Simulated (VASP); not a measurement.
Set up this calculation in VASP 6.6.1, as the native input.

- Task: single point
- Functional: LDA
- Potentials or basis: VASP PAW LDA potentials, release 64 (Sc_sv, Ga_d)
- Cutoff: 520 eV
- k mesh: 9 × 9 × 9
- Occupations: fermi-dirac, width 0.05 eV
- Spin: no spin polarisation
- Dipole correction: no
- Further INCAR settings: ALGO = Normal; EDIFF = 1e-07; NBANDS = 33

The structure of ScGa3 lies in POSCAR:

```
ScGa3
1.0
    4.0950000000      0.0000000000      0.0000000000
    0.0000000000      4.0950000000      0.0000000000
    0.0000000000      0.0000000000      4.1359500000
Sc Ga
1 3
Direct
    0.0000000000      0.0000000000      0.0000000000
    0.0000000000      0.5000000000      0.5000000000
    0.5000000000      0.0000000000      0.5000000000
    0.5000000000      0.5000000000      0.0000000000
```

This cell differs from its parent crystal: zz strain of +1 %.

The input as run:

INCAR

```
PREC = Accurate ; ENCUT = 520
EDIFF = 1E-7 ; ISMEAR = -1
SIGMA = 0.05 ; LREAL = False
LASPH = True ; NELM = 60
ALGO = Normal ; ISIF = 2
LWAVE = False ; LCHARG = False
GGA = CA ; NBANDS = 33
```

KPOINTS

```
Automatic mesh
0
Gamma
  9 9 9
```

Potentials or basis: VASP PAW LDA potentials, release 64 (Sc_sv, Ga_d).

Run with:

```bash
$ cat potpaw_LDA.64/Sc_sv/POTCAR potpaw_LDA.64/Ga_d/POTCAR > POTCAR
$ mpirun -np 1 vasp_std > vasp.out
```

It gave:

The pressure is -5.9 GPa and the band gap on the k mesh is zero (bands 25 and 26 overlap by 3.13 eV).

Caveat: the cell differs from its parent crystal (zz strain of +1 %); the cell stands under tension.

It took 90 s on 1 thread of Intel(R) Xeon(R) 6975P-C (Granite Rapids) (shared host), peak memory 0.26 GiB.
